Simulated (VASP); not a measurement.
NaI, 4 atoms in the cell. The typed cell holds 4 atoms: a = 5.392 Å, b = 5.392 Å, c = 6.397 Å, α = 90.00°, β = 90.00°, γ = 120.00°. 

- Program: VASP 6.6.1
- Task: relaxation of cell and atoms
- Functional: PBEsol
- Potentials or basis: VASP PAW PBE potentials, release 64 (Na_pv, I)
- Cutoff: 600 eV
- k mesh: 6 × 6 × 4
- Occupations: gaussian, width 0.02 eV
- Spin: no spin polarisation
- Dipole correction: no
- Further INCAR settings: ALGO = Normal; EDIFF = 1e-06; IBRION = 2; EDIFFG = -0.01; NSW = 80; ISIF = 3

Potentials or basis: VASP PAW PBE potentials, release 64 (Na_pv, I).

Launch:

```sh
$ cat potpaw_PBE.64/Na_pv/POTCAR potpaw_PBE.64/I/POTCAR > POTCAR
$ mpirun -np 1 vasp_std > vasp.out
```

Hardware: 1 thread of Intel(R) Xeon(R) Platinum 8259CL CPU @ 2.50GHz (Skylake/Cascade Lake), on a shared host.

Problem. How long does it take, and how much memory?

Solution. Run time: 87 s on 1 thread of Intel(R) Xeon(R) Platinum 8259CL CPU @ 2.50GHz (Skylake/Cascade Lake), with other jobs on the host, peak memory 0.37 GiB. Counts: scf iterations 18, k points 21, ion steps 2.
